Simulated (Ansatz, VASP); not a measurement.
# Se in VASP and in Ansatz

```
CELL_PARAMETERS angstrom
4.50482 0.00000 0.00000
-2.25241 3.90129 0.00000
0.00000 0.00000 4.97880
ATOMIC_POSITIONS crystal
Se 0.21789 0.00000 0.33333
Se 0.00000 0.21789 0.66667
Se 0.78211 0.78211 0.00000
```

Alike in both runs: task electric field gradients; functional LDA; k mesh 6 × 6 × 5; occupations fermi-dirac, width 0.01 eV; no spin polarisation.

```csv
,VASP,Ansatz
version,VASP 6.6.1,Ansatz 0.2.0
potentials or method,"VASP PAW LDA potentials, release 64 (Se), cutoff 520 eV","all-electron PAW with datasets made for the crystal, scalar-relativistic"
```

```csv
,VASP,Ansatz,Ansatz less VASP
gap on the k mesh at the Fermi level (eV),1.35,1.36,+0.010
pressure (GPa),-2.0,-2.2,-0.18
"traceless stress, the component that is largest in VASP (GPa)",0.42,0.34,-0.072
rms of the force components (eV/Å),0.069,0.041,-0.0288
size of Vzz on the site where it differs most (V/Å²),509.7,530.1,+20.38
```

LDA's correlation is that of Perdew and Zunger in VASP and of Perdew and Wang (1992) in Ansatz. Atom by atom the forces differ by 0.029 eV/Å (rms over components). Ansatz ran all-electron here, and VASP with PAW potentials.
